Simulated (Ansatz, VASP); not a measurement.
One calculation of Sr3Al2O, two programs

```
Sr Al O
1.0
     5.05525    0.00000    0.00000
    -2.52762    4.37797    0.00000
     0.00000    0.00000    7.02810
Sr Al O
3 2 1
Direct
  0.66667 0.33333 0.12350
  0.33333 0.66667 0.87650
  0.00000 0.00000 0.50000
  0.66667 0.33333 0.60027
  0.33333 0.66667 0.39973
  0.00000 0.00000 0.00000
```

Change from the starting cell: species swapped into the Eu2H3Br type (P-3m1, No. 164).

Alike in both runs: functional PBE; k mesh 12 × 12 × 6; occupations gaussian, width 0.01 eV; no spin polarisation.

Ansatz relaxed the structure, and its values are those at the end. VASP's run is a single point on that final structure, the one shown.

|  | VASP | Ansatz |
| --- | --- | --- |
| version | VASP 6.6.1 | Ansatz 0.2.0 |
| potentials or method | VASP PAW PBE potentials, release 64 (Sr_sv, Al, O), cutoff 520 eV | scalar-relativistic, plane waves, PAW |
| valence electrons in the cell | 42 | 42 |

Ansatz gave:

```
gap on the k mesh at the Fermi level (eV) : 0.15
least direct gap on the mesh (eV)         : 0.19
pressure (GPa)                            : 0.0
```

Q: Which values does VASP return?

A: gap on the k mesh at the Fermi level (eV): 0.15; least direct gap on the mesh (eV): 0.20; pressure (GPa): 0.1.
